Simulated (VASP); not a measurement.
Input of a VASP 6.6.1 run:

File INCAR:

```
SYSTEM = Rh
  PREC = Accurate
  ENCUT = 520
  EDIFF = 1E-6
  ISMEAR = 1
  SIGMA = 0.1
  LREAL = .False.
  LASPH = .True.
  NELM = 100
  ALGO = Normal
  ISIF = 2
  LWAVE = .False.
  LCHARG = .False.
  GGA = PE
  NBANDS = 14
```

File KPOINTS:

```
regular mesh
0
Gamma
  17 17 17
  0 0 0
```

POSCAR

```
Rh
1.0
    0.0000000000      1.9148174417      1.9148174417
    1.9148174417      0.0000000000      1.9148174417
    1.9148174417      1.9148174417      0.0000000000
Rh
1
Direct
    0.0000000000      0.0000000000      0.0000000000
```

Potentials or basis: VASP PAW PBE potentials, release 64 (Rh_pv).

The run is started by

```sh
$ cat potpaw_PBE.64/Rh_pv/POTCAR > POTCAR
$ mpirun -np 1 vasp_std > vasp.out
```

(1) Estimate the band gap on the k mesh.

(2) Predict the pressure.

## Answers

(1) zero (an odd number of electrons rules out a gap without spin polarisation).

(2) 0.0 GPa.
